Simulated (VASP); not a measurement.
# H2 in VASP: further runs

Runs on H2. Level: r2SCAN. Tasks: single point.

Everything below comes from runs of VASP 6.6.1. Logs are shortened: lines on timing, memory, paths and dates and some standing lists are left out, and cuts for length are marked.

## 1. The cell of the first run

The cell holds a molecule in a box, 2 atoms: a = 8.000 Å, b = 8.000 Å, c = 8.000 Å, α = 90.00°, β = 90.00°, γ = 90.00°.

## 2. Single point, r2SCAN

Contents of POSCAR:

```
H
1.0
    8.0000000000      0.0000000000      0.0000000000
    0.0000000000      8.0000000000      0.0000000000
    0.0000000000      0.0000000000      8.0000000000
H
2
Direct
    0.5000000000      0.5000000000      0.4312500000
    0.5000000000      0.5000000000      0.5687500000
```

Contents of INCAR.step1:

```
PREC     = Accurate       # precision mode
ENCUT    = 440            # plane-wave cutoff, eV
ISMEAR   = 0              # smearing method
SIGMA    = 0.01           # smearing width, eV
LREAL    = False          # projectors in reciprocal space
LASPH    = True           # aspherical terms in the spheres
NELM     = 120            # most SCF steps
NBANDS   = 8              # bands
GGA      = PE             # functional
ALGO     = Normal         # electronic algorithm
EDIFF    = 1E-5           # SCF threshold, eV
LWAVE    = True           # write WAVECAR
LCHARG   = False          # write CHGCAR
GGA_COMPAT= False        
NELMDL   = -8
```

Contents of INCAR.step2:

```
PREC     = Accurate       # precision mode
ENCUT    = 440            # plane-wave cutoff, eV
EDIFF    = 1E-6           # SCF threshold, eV
ISMEAR   = 0              # smearing method
SIGMA    = 0.01           # smearing width, eV
LREAL    = False          # projectors in reciprocal space
LASPH    = True           # aspherical terms in the spheres
NELM     = 120            # most SCF steps
ALGO     = Normal         # electronic algorithm
ISIF     = 2              # what is computed and relaxed
LWAVE    = False          # write WAVECAR
LCHARG   = False          # write CHGCAR
METAGGA  = R2SCAN         # meta-GGA
LMIXTAU  = True         
NBANDS   = 8              # bands
ISTART   = 1            
GGA_COMPAT= False
```

Contents of KPOINTS:

```
Automatic mesh
0
Gamma
  1 1 1
```

Potentials or basis: VASP PAW PBE potentials, release 64 (H).

On the command line:

```
$ cat potpaw_PBE.64/H/POTCAR > POTCAR
$ cp INCAR.step1 INCAR
$ mpirun -np 1 vasp_gam > vasp.out
$ cp INCAR.step2 INCAR
$ mpirun -np 1 vasp_gam > vasp.out
```

OUTCAR:

```text
PREC = Accurate
   ENCUT = 440
   EDIFF = 1E-6
   ISMEAR = 0
   LREAL = False
   LASPH = True
   NELM = 120
   ISIF = 2
   METAGGA = R2SCAN
   ISTART = 1

 ion  position               nearest neighbor table
   1  0.500  0.500  0.431-
   2  0.500  0.500  0.569-

  LATTYP: Found a simple cubic cell.
 ALAT       =     8.0000000000

  Lattice vectors:

 A1 = (   8.0000000000,   0.0000000000,   0.0000000000)
 A2 = (   0.0000000000,   8.0000000000,   0.0000000000)
 A3 = (   0.0000000000,   0.0000000000,   8.0000000000)

Analysis of symmetry for initial positions (statically):
=====================================================================
 Subroutine PRICEL returns:
 Original cell was already a primitive cell.

 Routine SETGRP: Setting up the symmetry group for a
 simple cubic supercell.

 Subroutine GETGRP returns: Found 16 space group operations
 (whereof 16 operations were pure point group operations)
 out of a pool of 48 trial point group operations.

The static configuration has the point symmetry D_4h.

Analysis of symmetry for dynamics (positions and initial velocities):
=====================================================================
 Subroutine PRICEL returns:
 Original cell was already a primitive cell.

 Routine SETGRP: Setting up the symmetry group for a
 simple cubic supercell.

 Subroutine GETGRP returns: Found 16 space group operations
 (whereof 16 operations were pure point group operations)
 out of a pool of 48 trial point group operations.

The dynamic configuration has the point symmetry D_4h.

 Subroutine INISYM returns: Found 16 space group operations
 (whereof 16 operations are pure point group operations),
 and found     1 'primitive' translations

----------------------------------------------------------------------------------------

                                     Primitive cell

  volume of cell :     512.0000

  direct lattice vectors                    reciprocal lattice vectors
     8.000000000  0.000000000  0.000000000     0.125000000  0.000000000  0.000000000
     0.000000000  8.000000000  0.000000000     0.000000000  0.125000000  0.000000000
     0.000000000  0.000000000  8.000000000     0.000000000  0.000000000  0.125000000

  length of vectors
     8.000000000  8.000000000  8.000000000     0.125000000  0.125000000  0.125000000

  position of ions in fractional coordinates (direct lattice)
     0.500000000  0.500000000  0.431250000
     0.500000000  0.500000000  0.568750000

  ion indices of the primitive-cell ions
   primitive index   ion index
                 1           1
                 2           2

----------------------------------------------------------------------------------------

 KPOINTS: Automatic mesh

Automatic generation of k-mesh.
 Grid dimensions read from file:
 generate k-points for:    1    1    1

 Generating k-lattice:

  Cartesian coordinates                     Fractional coordinates (reciprocal lattice)
     0.125000000  0.000000000  0.000000000     1.000000000  0.000000000  0.000000000
     0.000000000  0.125000000  0.000000000     0.000000000  1.000000000  0.000000000
     0.000000000  0.000000000  0.125000000     0.000000000  0.000000000  1.000000000

  Length of vectors
     0.125000000  0.125000000  0.125000000

  Shift w.r.t. Gamma in fractional coordinates (k-lattice)
     0.000000000  0.000000000  0.000000000

 Subroutine IBZKPT returns following result:
 ===========================================

 Found      1 irreducible k-points:

 Following reciprocal coordinates:
            Coordinates               Weight
  0.000000  0.000000  0.000000      1.000000
   k-points           NKPTS =      1   k-points in BZ     NKDIM =      1   number of bands    NBANDS=      8
   number of dos      NEDOS =    301   number of ions     NIONS =      2
   total plane-waves  NPLWV = 175616
   dimension x,y,z NGX =    56 NGY =   56 NGZ =   56
   dimension x,y,z NGXF=   112 NGYF=  112 NGZF=  112
   ions per type =               2
   NGX,Y,Z   is equivalent  to a cutoff of  11.64, 11.64, 11.64 a.u.
   NGXF,Y,Z  is equivalent  to a cutoff of  23.27, 23.27, 23.27 a.u.
 SYSTEM =  unknown system
   PREC   = accura    normal or accurate (medium, high low for compatibility)
   ISTART =      1    job   : 0-new  1-cont  2-samecut
   ICHARG =      0    charge: 1-file 2-atom 10-const
   ISPIN  =      1    spin polarized calculation?
   LNONCOLLINEAR =      F non collinear calculations
   LSORBIT =      F    spin-orbit coupling
   LASPH  =      T    aspherical Exc in radial PAW
   ENCUT  =  440.0 eV  32.34 Ry    5.69 a.u.  13.68 13.68 13.68*2*pi/ulx,y,z
   NELM   =    120;   NELMIN=  2; NELMDL=  0     # of ELM steps
   EDIFF  = 0.1E-05   stopping-criterion for ELM
   LREAL  =      F    real-space projection
   EDIFFG = 0.1E-04   stopping-criterion for IOM
   NSW    =      0    number of steps for IOM
   IBRION =     -1    ionic relax: 0-MD 1-quasi-New 2-CG
   NFREE  =      0    steps in history (QN), initial steepest desc. (CG)
   ISIF   =      2    stress and relaxation
   ISYM   =      2    0-nonsym 1-usesym 2-fastsym
   POTIM  = 0.5000    time-step for ionic-motion
   TEBEG  =    0.0;   TEEND  =   0.0 temperature during run
   PSTRESS=    0.0 pullay stress
   NELECT =       2.0000    total number of electrons
   NUPDOWN=      -1.0000    fix difference up-down
   EMIN   =  10.00;   EMAX   =-10.00  energy-range for DOS
   EFERMI =   0.00;   METHOD = LEGACY
   ISMEAR =     0;   SIGMA  =   0.01  broadening in eV -4-tet -1-fermi 0-gaus
   EFERMI_NEDOS =   21; number of points for ismear=-14 and -15
   IALGO  =     38    algorithm
   IMIX   =      4    mixing-type and parameters
     AMIX     =   0.40;   BMIX     =  1.00
     AMIX_MAG =   1.60;   BMIX_MAG =  1.00
  volume/ion in A,a.u.               =     256.00      1727.57
  Fermi-wavevector in a.u.,A,eV,Ry     =   0.257827  0.487222  0.904443  0.066475
  Thomas-Fermi vector in A             =   1.082725
   LORBIT       =      0    0 simple, 1 ext, 2 COOP (PROOUT), +10 PAW based schemes
   METAGGA = R2SCAN    functional components
   LHFCALC =     F    Hartree Fock is set to
   AEXX    =    0.0000 exact exchange contribution
   IVDW    =     0    specifies the selected vdW correction
   LEPSILON=     F    determine dielectric tensor
   LRPA    =     F    only Hartree local field effects (RPA)
 non-spin polarized calculation
 Gauss-broadening in eV      SIGMA  =   0.01
  energy-cutoff  :      440.00
  volume of cell :      512.00
 maximum number of plane-waves:      5414
 NGX is ok and might be reduce to    54
   NGX = 27   NGY = 27   NGZ = 27

 number of electron       2.0000002 magnetization

 Free energy of the ion-electron system (eV)
  ---------------------------------------------------
  ext. energy  EPLUGINS =         0.00000000
  ---------------------------------------------------
  free energy    TOTEN  =        -5.69515710 eV

  energy without entropy =       -5.69515710  energy(sigma->0) =       -5.69515710

 E-fermi :  -9.2251     XC(G=0):  -0.3369

 val. band max:       -9.2981057114   @ k =   0.0000   0.0000   0.0000
 cond. band min:      -0.7994119972   @ k =   0.0000   0.0000   0.0000
 fundamental gap:      8.4986937142
 Fermi energy:        -9.2251479796

 k-point     1 :       0.0000    0.0000    0.0000
  band No.  band energies     occupation
      1      -9.2981      2.00000
      2      -0.7994      0.00000
      3       0.2167      0.00000
      4       2.0894      0.00000
      5       2.0894      0.00000
      6       2.3698      0.00000
      7       2.4002      0.00000
      8       3.0328      0.00000

------------------------ aborting loop because EDIFF is reached ----------------------------------------

  FORCE on cell =-STRESS in cart. coord.  units (eV):
  Direction    XX          YY          ZZ          XY          YZ          ZX
  --------------------------------------------------------------------------------------
  -------------------------------------------------------------------------------------
  Total       -0.0547855     -0.0547855     -5.3949517      0.0000000      0.0000000      0.0000000
  in kB       -0.1714376     -0.1714376    -16.8821665      0.0000000      0.0000000      0.0000000
  external PRESSURE =      -5.7416806 kB  Pullay stress =       0.0000000 kB

 VOLUME and BASIS-vectors are now :
 -----------------------------------------------------------------------------
  energy-cutoff  :      440.00
  volume of cell :      512.00
      direct lattice vectors                 reciprocal lattice vectors
     8.000000000  0.000000000  0.000000000     0.125000000  0.000000000  0.000000000
     0.000000000  8.000000000  0.000000000     0.000000000  0.125000000  0.000000000
     0.000000000  0.000000000  8.000000000     0.000000000  0.000000000  0.125000000

 POSITION                                       TOTAL-FORCE (eV/Angst)
 -----------------------------------------------------------------------------------
      4.00000      4.00000      3.45000        -0.000000      0.000000      4.863111
      4.00000      4.00000      4.55000         0.000000     -0.000000     -4.863111
 -----------------------------------------------------------------------------------
    total drift:                                0.000000      0.000000      0.000000

  FREE ENERGIE OF THE ION-ELECTRON SYSTEM (eV)
  ---------------------------------------------------
  free  energy   TOTEN  =        -5.6951571026 eV

  energy  without entropy=       -5.6951571026  energy(sigma->0) =       -5.69515710
```

It took 2.2 min on 1 thread of AMD EPYC 7R43 (Zen 3), shared host; peak memory 0.36 GiB.

What came out:

```yaml
Free_energy: -5.6952 eV
Largest_force: 4.863 eV/Å
Gap_between_the_frontier_levels: 8.50 eV
```

Forces in eV/Å, atoms in the order of the input:
```
H    0.000  0.000  4.863
H    0.000  0.000 -4.863
```

Caveat: the PAW data sets were made with another functional, which shifts forces and pressure a little.

## 3. Single point, r2SCAN

Contents of POSCAR:

```
H
1.0
    8.0000000000      0.0000000000      0.0000000000
    0.0000000000      8.0000000000      0.0000000000
    0.0000000000      0.0000000000      8.0000000000
H
2
Direct
    0.5000000000      0.5000000000      0.4250000000
    0.5000000000      0.5000000000      0.5750000000
```

Contents of INCAR.step1:

```
SYSTEM = H
  PREC = Accurate
  ENCUT = 440
  ISMEAR = 0
  SIGMA = 0.01
  LREAL = .False.
  LASPH = .True.
  NELM = 120
  NBANDS = 8
  GGA = PE
  ALGO = Normal
  EDIFF = 1E-5
  LWAVE = .True.
  LCHARG = .False.
  GGA_COMPAT = .False.
  NELMDL = -8
```

Contents of INCAR.step2:

```
SYSTEM = H
  PREC = Accurate
  ENCUT = 440
  EDIFF = 1E-6
  ISMEAR = 0
  SIGMA = 0.01
  LREAL = .False.
  LASPH = .True.
  NELM = 120
  ALGO = Normal
  ISIF = 2
  LWAVE = .False.
  LCHARG = .False.
  METAGGA = R2SCAN
  LMIXTAU = .True.
  NBANDS = 8
  ISTART = 1
  GGA_COMPAT = .False.
```

Contents of KPOINTS:

```
regular mesh
0
Gamma
  1 1 1
  0 0 0
```

Potentials or basis: VASP PAW PBE potentials, release 64 (H).

On the command line:

```
$ cat potpaw_PBE.64/H/POTCAR > POTCAR
$ cp INCAR.step1 INCAR
$ mpirun -np 1 vasp_gam > vasp.out
$ cp INCAR.step2 INCAR
$ mpirun -np 1 vasp_gam > vasp.out
```

OUTCAR:

```text
SYSTEM = H
   PREC = Accurate
   ENCUT = 440
   EDIFF = 1E-6
   ISMEAR = 0
   LREAL = .False.
   LASPH = .True.
   NELM = 120
   ISIF = 2
   METAGGA = R2SCAN
   ISTART = 1

 ion  position               nearest neighbor table
   1  0.500  0.500  0.425-
   2  0.500  0.500  0.575-

  LATTYP: Found a simple cubic cell.
 ALAT       =     8.0000000000
[... 171 lines left out ...]
      5       2.0555      0.00000
      6       2.3744      0.00000
      7       2.4045      0.00000
      8       3.0528      0.00000

------------------------ aborting loop because EDIFF is reached ----------------------------------------

  FORCE on cell =-STRESS in cart. coord.  units (eV):
  Direction    XX          YY          ZZ          XY          YZ          ZX
  --------------------------------------------------------------------------------------
  -------------------------------------------------------------------------------------
  Total       -0.0519347     -0.0519347     -5.9605637      0.0000000     -0.0000000      0.0000000
  in kB       -0.1625169     -0.1625169    -18.6521095      0.0000000     -0.0000000      0.0000000
  external PRESSURE =      -6.3257144 kB  Pullay stress =       0.0000000 kB

 VOLUME and BASIS-vectors are now :
 -----------------------------------------------------------------------------
  energy-cutoff  :      440.00
  volume of cell :      512.00
      direct lattice vectors                 reciprocal lattice vectors
     8.000000000  0.000000000  0.000000000     0.125000000  0.000000000  0.000000000
     0.000000000  8.000000000  0.000000000     0.000000000  0.125000000  0.000000000
     0.000000000  0.000000000  8.000000000     0.000000000  0.000000000  0.125000000

 POSITION                                       TOTAL-FORCE (eV/Angst)
 -----------------------------------------------------------------------------------
      4.00000      4.00000      3.40000         0.000000     -0.000000      4.919302
      4.00000      4.00000      4.60000        -0.000000      0.000000     -4.919302
 -----------------------------------------------------------------------------------
    total drift:                                0.000000      0.000000      0.000000

  FREE ENERGIE OF THE ION-ELECTRON SYSTEM (eV)
  ---------------------------------------------------
  free  energy   TOTEN  =        -5.2039882274 eV

  energy  without entropy=       -5.2039882274  energy(sigma->0) =       -5.20398823
```

OUTCAR.step1:

```text
SYSTEM = H
   PREC = Accurate
   ENCUT = 440
   ISMEAR = 0
   LREAL = .False.
[... 209 lines left out ...]
      4.00000      4.00000      3.40000         0.000000     -0.000000      4.669841
      4.00000      4.00000      4.60000         0.000000      0.000000     -4.669841
 -----------------------------------------------------------------------------------
    total drift:                                0.000000      0.000000      0.000000

  FREE ENERGIE OF THE ION-ELECTRON SYSTEM (eV)
  ---------------------------------------------------
  free  energy   TOTEN  =        -5.1921485272 eV

  energy  without entropy=       -5.1921485272  energy(sigma->0) =       -5.19214853
```

OSZICAR.step1:

```text
N       E                     dE             d eps       ncg     rms          rms(c)
DAV:   1    -0.342283314502E+01   -0.34228E+01   -0.45653E+02    16   0.113E+02
DAV:   2    -0.535223192975E+01   -0.19294E+01   -0.19294E+01    24   0.177E+01
DAV:   3    -0.535585049524E+01   -0.36186E-02   -0.36186E-02    24   0.891E-01
DAV:   4    -0.535585147108E+01   -0.97584E-06   -0.97584E-06    16   0.169E-02
DAV:   5    -0.535585147694E+01   -0.58582E-08   -0.58580E-08    32   0.144E-03
DAV:   6    -0.535585147694E+01   -0.92371E-13    0.46896E-12    16   0.636E-06
DAV:   7    -0.535585147694E+01    0.14211E-13    0.17764E-13    16   0.484E-07
DAV:   8    -0.535585147694E+01    0.00000E+00    0.46185E-12    16   0.569E-08    0.201E+00
DAV:   9    -0.525581825386E+01    0.10003E+00   -0.45164E-02    16   0.552E-01    0.117E+00
DAV:  10    -0.518801128914E+01    0.67807E-01   -0.12866E-01    16   0.930E-01    0.159E-01
DAV:  11    -0.518939595801E+01   -0.13847E-02   -0.18841E-03    16   0.142E-01    0.888E-02
DAV:  12    -0.518914774654E+01    0.24821E-03   -0.95734E-04    16   0.790E-02    0.236E-02
DAV:  13    -0.519129842029E+01   -0.21507E-02   -0.44472E-04    16   0.544E-02    0.103E-02
DAV:  14    -0.519156896546E+01   -0.27055E-03   -0.16194E-05    32   0.121E-02    0.612E-03
DAV:  15    -0.519207053396E+01   -0.50157E-03   -0.86400E-05    16   0.229E-02    0.246E-03
DAV:  16    -0.519211618659E+01   -0.45653E-04   -0.34920E-06    16   0.485E-03    0.112E-03
DAV:  17    -0.519214621552E+01   -0.30029E-04   -0.40551E-06    16   0.449E-03    0.369E-04
DAV:  18    -0.519214852724E+01   -0.23117E-05   -0.23172E-07    16   0.122E-03
   1 F= -.51921485E+01 E0= -.51921485E+01  d E =-.660592E-21
```

Wall time 2.4 min (1 thread of AMD EPYC 7R43 (Zen 3), shared host); peak memory 0.37 GiB.

What came out:

- Free energy: -5.2040 eV
- Largest force: 4.919 eV/Å
- Gap between the frontier levels: 7.55 eV

Forces on the atoms (eV/Å):
```
H    0.000  0.000  4.919
H    0.000  0.000 -4.919
```

Caveat: the PAW data sets were made with another functional, which shifts forces and pressure a little.
